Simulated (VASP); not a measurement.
# Pd (Fm-3m) in VASP: a series of runs

Runs on Pd. Level: PBE. Tasks: single point, relaxation of cell and atoms.

All numbers are computed with VASP 6.6.1; they aren't measurements. Logs are shortened: lines on timing, memory, paths and dates and some standing lists are left out, and cuts for length are marked.

### 1 The cell of the first run

Symmetry: Fm-3m, No. 225, cubic system. The conventional cell has a = 3.952 Å, b = 3.952 Å, c = 3.952 Å, α = 90.00°, β = 90.00°, γ = 90.00°. Pd (site symmetry m-3m) has 12 Pd at 2.79 Å within 3.7 Å.

### 2 Single point, PBE

INCAR

```
SYSTEM = Pd
PREC = Accurate
ENCUT = 500
EDIFF = 1E-6
ISMEAR = 0
SIGMA = 0.1
LREAL = .FALSE.
LASPH = .TRUE.
NELM = 120
ALGO = Normal
ISIF = 2
LWAVE = .FALSE.
LCHARG = .FALSE.
GGA = PE
NBANDS = 11
GGA_COMPAT = .FALSE.
```

KPOINTS

```
Automatic mesh
0
G
  8 8 8
  0 0 0
```

POSCAR

```
Pd
1.0
    0.0000000000      1.9762093481      1.9762093481
    1.9762093481      0.0000000000      1.9762093481
    1.9762093481      1.9762093481      0.0000000000
Pd
1
Direct
    0.0000000000      0.0000000000      0.0000000000
```

Potentials or basis: VASP PAW PBE potentials, release 64 (Pd).

Command:

```
cat potpaw_PBE.64/Pd/POTCAR > POTCAR
mpirun -np 1 vasp_std > vasp.out
```

OUTCAR:

```text
SYSTEM = Pd
   PREC = Accurate
   ENCUT = 500
   EDIFF = 1E-6
   ISMEAR = 0
   LREAL = .FALSE.
   LASPH = .TRUE.
   NELM = 120
   ISIF = 2
   GGA = PE

 ion  position               nearest neighbor table
   1  0.000  0.000  0.000-

  LATTYP: Found a face centered cubic cell.
 ALAT       =     3.9524186962

  Lattice vectors:

 A1 = (   0.0000000000,   1.9762093481,   1.9762093481)
 A2 = (   1.9762093481,   0.0000000000,   1.9762093481)
 A3 = (   1.9762093481,   1.9762093481,   0.0000000000)

Analysis of symmetry for initial positions (statically):
=====================================================================
 Subroutine PRICEL returns:
 Original cell was already a primitive cell.

 Routine SETGRP: Setting up the symmetry group for a
 face centered cubic supercell.

 Subroutine GETGRP returns: Found 48 space group operations
 (whereof 48 operations were pure point group operations)
 out of a pool of 48 trial point group operations.

The static configuration has the point symmetry O_h .

Analysis of symmetry for dynamics (positions and initial velocities):
=====================================================================
 Subroutine PRICEL returns:
 Original cell was already a primitive cell.

 Routine SETGRP: Setting up the symmetry group for a
 face centered cubic supercell.

 Subroutine GETGRP returns: Found 48 space group operations
 (whereof 48 operations were pure point group operations)
 out of a pool of 48 trial point group operations.

The dynamic configuration has the point symmetry O_h .

 Subroutine INISYM returns: Found 48 space group operations
 (whereof 48 operations are pure point group operations),
 and found     1 'primitive' translations

----------------------------------------------------------------------------------------

                                     Primitive cell

  volume of cell :      15.4358

  direct lattice vectors                    reciprocal lattice vectors
     0.000000000  1.976209348  1.976209348    -0.253009632  0.253009632  0.253009632
     1.976209348  0.000000000  1.976209348     0.253009632 -0.253009632  0.253009632
     1.976209348  1.976209348  0.000000000     0.253009632  0.253009632 -0.253009632

  length of vectors
     2.794782062  2.794782062  2.794782062     0.438225538  0.438225538  0.438225538

  position of ions in fractional coordinates (direct lattice)
     0.000000000  0.000000000  0.000000000

  ion indices of the primitive-cell ions
   primitive index   ion index
                 1           1

----------------------------------------------------------------------------------------

 KPOINTS: Automatic mesh

Automatic generation of k-mesh.
 Grid dimensions read from file:
 generate k-points for:    8    8    8

 Generating k-lattice:

  Cartesian coordinates                     Fractional coordinates (reciprocal lattice)
    -0.031626204  0.031626204  0.031626204     0.125000000  0.000000000  0.000000000
     0.031626204 -0.031626204  0.031626204     0.000000000  0.125000000  0.000000000
     0.031626204  0.031626204 -0.031626204     0.000000000  0.000000000  0.125000000

  Length of vectors
     0.054778192  0.054778192  0.054778192

  Shift w.r.t. Gamma in fractional coordinates (k-lattice)
     0.000000000  0.000000000  0.000000000

 Subroutine IBZKPT returns following result:
 ===========================================

 Found     29 irreducible k-points:

 Following reciprocal coordinates:
            Coordinates               Weight
  0.000000  0.000000  0.000000      1.000000
  0.125000  0.000000  0.000000      8.000000
  0.250000  0.000000  0.000000      8.000000
  0.375000  0.000000  0.000000      8.000000
  0.500000  0.000000  0.000000      4.000000
  0.125000  0.125000  0.000000      6.000000
[... 16 lines left out ...]
  0.500000  0.250000  0.125000     48.000000
 -0.375000  0.250000  0.125000     24.000000
 [... further k-points ...]
   k-points           NKPTS =     29   k-points in BZ     NKDIM =     29   number of bands    NBANDS=     11
   number of dos      NEDOS =    301   number of ions     NIONS =      1
   total plane-waves  NPLWV =   8000
   dimension x,y,z NGX =    20 NGY =   20 NGZ =   20
   dimension x,y,z NGXF=    40 NGYF=   40 NGZF=   40
   ions per type =               1
   NGX,Y,Z   is equivalent  to a cutoff of  11.90, 11.90, 11.90 a.u.
   NGXF,Y,Z  is equivalent  to a cutoff of  23.79, 23.79, 23.79 a.u.
 SYSTEM =  Pd
   PREC   = accura    normal or accurate (medium, high low for compatibility)
   ISTART =      0    job   : 0-new  1-cont  2-samecut
   ICHARG =      2    charge: 1-file 2-atom 10-const
   ISPIN  =      1    spin polarized calculation?
   LNONCOLLINEAR =      F non collinear calculations
   LSORBIT =      F    spin-orbit coupling
   LASPH  =      T    aspherical Exc in radial PAW
   ENCUT  =  500.0 eV  36.75 Ry    6.06 a.u.   5.10  5.10  5.10*2*pi/ulx,y,z
   NELM   =    120;   NELMIN=  2; NELMDL= -5     # of ELM steps
   EDIFF  = 0.1E-05   stopping-criterion for ELM
   LREAL  =      F    real-space projection
   EDIFFG = 0.1E-04   stopping-criterion for IOM
   NSW    =      0    number of steps for IOM
   IBRION =     -1    ionic relax: 0-MD 1-quasi-New 2-CG
   NFREE  =      0    steps in history (QN), initial steepest desc. (CG)
   ISIF   =      2    stress and relaxation
   ISYM   =      2    0-nonsym 1-usesym 2-fastsym
   POTIM  = 0.5000    time-step for ionic-motion
   TEBEG  =    0.0;   TEEND  =   0.0 temperature during run
   PSTRESS=    0.0 pullay stress
   NELECT =      10.0000    total number of electrons
   NUPDOWN=      -1.0000    fix difference up-down
   EMIN   =  10.00;   EMAX   =-10.00  energy-range for DOS
   EFERMI =   0.00;   METHOD = LEGACY
   ISMEAR =     0;   SIGMA  =   0.10  broadening in eV -4-tet -1-fermi 0-gaus
   EFERMI_NEDOS =   21; number of points for ismear=-14 and -15
   IALGO  =     38    algorithm
   IMIX   =      4    mixing-type and parameters
     AMIX     =   0.40;   BMIX     =  1.00
     AMIX_MAG =   1.60;   BMIX_MAG =  1.00
  volume/ion in A,a.u.               =      15.44       104.17
  Fermi-wavevector in a.u.,A,eV,Ry     =   1.416550  2.676891 27.301636  2.006614
  Thomas-Fermi vector in A             =   2.537873
   LORBIT       =      0    0 simple, 1 ext, 2 COOP (PROOUT), +10 PAW based schemes
   GGA     = PE    functional components
   LHFCALC =     F    Hartree Fock is set to
   AEXX    =    0.0000 exact exchange contribution
   IVDW    =     0    specifies the selected vdW correction
   LEPSILON=     F    determine dielectric tensor
   LRPA    =     F    only Hartree local field effects (RPA)
 non-spin polarized calculation
 Gauss-broadening in eV      SIGMA  =   0.10
  energy-cutoff  :      500.00
  volume of cell :       15.44
 maximum number of plane-waves:       399
   NGX = 11   NGY = 11   NGZ = 11

 number of electron      10.0000000 magnetization

 number of electron       9.9999996 magnetization

 Free energy of the ion-electron system (eV)
  ---------------------------------------------------
  ext. energy  EPLUGINS =         0.00000000
  ---------------------------------------------------
  free energy    TOTEN  =        -5.20393143 eV

  energy without entropy =       -5.19246088  energy(sigma->0) =       -5.19819616

 E-fermi :   9.1323     XC(G=0): -12.8964

 val. band max:        9.1275946420   @ k =   0.5000   0.2500   0.0000
 cond. band min:       9.2130277613   @ k =   0.5000   0.3750   0.0000
 fundamental gap:      0.0854331193
 Fermi energy:         9.1323206119

 k-point     1 :       0.0000    0.0000    0.0000
  band No.  band energies     occupation
      1       2.2427      2.00000
      2       6.4309      2.00000
      3       6.4309      2.00000
      4       6.4309      2.00000
      5       7.9234      2.00000
      6       7.9234      2.00000
      7      26.1980      0.00000
      8      30.7108      0.00000
      9      30.7108      0.00000
     10      30.7108      0.00000
     11      35.4262      0.00000

 k-point     2 :       0.1250    0.0000    0.0000
  band No.  band energies     occupation
      1       2.7701      2.00000
      2       6.2750      2.00000
      3       6.5919      2.00000
      4       6.5919      2.00000
      5       7.8631      2.00000
      6       7.8631      2.00000
      7      26.5213      0.00000
      8      28.0572      0.00000
      9      31.2565      0.00000
     10      31.2565      0.00000
     11      35.5832      0.00000

 k-point     3 :       0.2500    0.0000    0.0000
  band No.  band energies     occupation
      1       3.8915      2.00000
      2       6.3976      2.00000
      3       6.7032      2.00000
      4       6.7032      2.00000
      5       8.0685      2.00000
      6       8.0685      2.00000
      7      23.1916      0.00000
      8      27.1447      0.00000
      9      32.0788      0.00000
     10      32.0788      0.00000
     11      34.4160      0.00000

 k-point     4 :       0.3750    0.0000    0.0000
  band No.  band energies     occupation
      1       4.1791      2.00000
      2       6.5008      2.00000
      3       6.5008      2.00000
      4       8.2916      2.00000
      5       8.7068      2.00000
      6       8.7068      2.00000
      7      18.6794      0.00000
      8      26.0611      0.00000
      9      30.6474      0.00000
     10      30.6474      0.00000
     11      35.1638      0.00000
[... 239 lines left out ...]
 k-point    22 :       0.3750    0.2500    0.1250
  band No.  band energies     occupation
      1       4.8567      2.00000
      2       5.4854      2.00000
      3       6.4737      2.00000
      4       7.6278      2.00000
      5       7.8010      2.00000
      6       9.3370      0.00380
      7      23.7519      0.00000
      8      24.4683      0.00000
      9      27.9946      0.00000
     10      30.7002      0.00000
     11      34.0484      0.00000

 k-point    23 :       0.5000    0.2500    0.1250
  band No.  band energies     occupation
      1       5.0480      2.00000
      2       5.8792      2.00000
      3       6.2540      2.00000
      4       7.4559      2.00000
      5       8.5845      2.00000
      6      11.4394      0.00000
      7      19.4081      0.00000
      8      23.7911      0.00000
      9      25.9886      0.00000
     10      30.7213      0.00000
     11      34.3610      0.00000

 k-point    24 :      -0.3750    0.2500    0.1250
  band No.  band energies     occupation
      1       4.9934      2.00000
      2       5.6979      2.00000
      3       6.8051      2.00000
      4       7.2391      2.00000
      5       8.9218      1.99709
      6      13.7789      0.00000
      7      16.1219      0.00000
      8      24.3733      0.00000
      9      24.5674      0.00000
     10      29.8634      0.00000
     11      35.3107      0.00000

 [... further k-points ...]
[... 5 lines left out ...]
  --------------------------------------------------------------------------------------
  -------------------------------------------------------------------------------------
  Total       -0.0688079     -0.0688079     -0.0688079      0.0000000      0.0000000      0.0000000
  in kB       -7.1420073     -7.1420073     -7.1420073      0.0000000      0.0000000      0.0000000
  external PRESSURE =      -7.1420073 kB  Pullay stress =       0.0000000 kB

 VOLUME and BASIS-vectors are now :
 -----------------------------------------------------------------------------
  energy-cutoff  :      500.00
  volume of cell :       15.44
      direct lattice vectors                 reciprocal lattice vectors
     0.000000000  1.976209348  1.976209348    -0.253009632  0.253009632  0.253009632
     1.976209348  0.000000000  1.976209348     0.253009632 -0.253009632  0.253009632
     1.976209348  1.976209348  0.000000000     0.253009632  0.253009632 -0.253009632

 POSITION                                       TOTAL-FORCE (eV/Angst)
 -----------------------------------------------------------------------------------
      0.00000      0.00000      0.00000         0.000000      0.000000      0.000000
 -----------------------------------------------------------------------------------
    total drift:                                0.000000     -0.000000     -0.000000

  FREE ENERGIE OF THE ION-ELECTRON SYSTEM (eV)
  ---------------------------------------------------
  free  energy   TOTEN  =        -5.2039314329 eV

  energy  without entropy=       -5.1924608825  energy(sigma->0) =       -5.19819616
```

It took 2.8 s on 1 thread of Intel Xeon 6975P-C (Granite Rapids), shared host; peak memory 0.12 GiB.

Results:

| Quantity | Value |
| --- | --- |
| Free energy | -5.2039 eV |
| Pressure | -0.7 GPa |
| Band gap on the k mesh | zero (band 5 reaches 9.34 eV, above the bottom of band 6 at 7.86 eV) |

Levels at points of the mesh, in eV from the Fermi level:
```csv
k point,band 2,band 3,band 4,band 5,band 6,band 7,band 8,band 9
"(0.00, 0.00, 0.00)",-2.70,-2.70,-2.70,-1.21,-1.21,17.07,21.58,21.58
"(0.50, 0.00, 0.00)",-2.75,-2.75,-0.09,-0.09,1.02,6.89,16.40,20.57
"(0.50, 0.50, 0.00)",-4.82,-0.12,0.21,0.21,3.26,10.23,12.87,12.87
```

### 3 Relaxation of cell and atoms, PBE

This run uses another cell than the first one, of 14.71 Å³/atom, 0.953 times its volume.

INCAR

```
  ALGO = Normal
  EDIFF = 1E-7
  EDIFFG = -0.05
  ENCUT = 500
  GGA = PE
  GGA_COMPAT = False
  IBRION = 2
  ISIF = 3
  ISMEAR = 0
  LASPH = True
  LCHARG = False
  LREAL = False
  LWAVE = False
  NELM = 120
  NELMIN = 4
  NSW = 100
  PREC = Accurate
  SIGMA = 0.1
```

KPOINTS

```
k-points
0
Gamma
  8 8 8
```

POSCAR

```
Pd
1.0
    0.0000000000      1.9449000000      1.9449000000
    1.9449000000      0.0000000000      1.9449000000
    1.9449000000      1.9449000000      0.0000000000
Pd
1
Direct
    0.0000000000      0.0000000000      0.0000000000
```

Potentials or basis: VASP PAW PBE potentials, release 64 (Pd).

Command:

```
cat potpaw_PBE.64/Pd/POTCAR > POTCAR
mpirun -np 1 vasp_std > vasp.out
```

Run time: 5.5 s. Hardware: 1 thread of Intel Xeon 6975P-C (Granite Rapids), shared host; peak memory 0.13 GiB.

The run converged. Its results:

| Item | Value |
| --- | --- |
| Free energy | -5.2039 eV |
| Relaxed volume | 15.38 Å³/atom |
| Relaxed cell | a = 2.792 Å, b = 2.792 Å, c = 2.792 Å, α = 60.00°, β = 60.00°, γ = 60.00° |
| Space group after relaxing (to 0.05 Å) | Fm-3m (No. 225) |
| Energy gained by relaxing | 16.0 meV/atom |
| Ionic steps | 3 |
| Pressure after relaxing | -0.1 GPa |
| Band gap on the k mesh | zero (band 5 reaches 9.40 eV, above the bottom of band 6 at 7.91 eV) |

The path:
```tsv
step	energy change (eV)	largest force (eV/Å)	pressure (GPa)	volume (Å³)
1	0.0000	0.0000	8.20	14.71
2	0.0137	0.0000	-8.84	16.38
3	-0.0160	0.0000	-0.11	15.38
```

Final structure:
```
Pd
1.0
     0.00000    1.97392    1.97392
     1.97392    0.00000    1.97392
     1.97392    1.97392    0.00000
Pd
1
Direct
  0.00000 0.00000 0.00000
```

Levels at points of the mesh, in eV from the Fermi level:
```tsv
k point	band 2	band 3	band 4	band 5	band 6	band 7	band 8	band 9
(0.00, 0.00, 0.00)	-2.72	-2.72	-2.72	-1.22	-1.22	17.07	21.60	21.60
(0.50, 0.00, 0.00)	-2.76	-2.76	-0.09	-0.09	1.01	6.92	16.41	20.60
(0.50, 0.50, 0.00)	-4.85	-0.12	0.21	0.21	3.26	10.26	12.89	12.89
```

PBE usually gives volumes a little too large and moduli too small. Zero-point motion and thermal expansion aren't in these numbers.
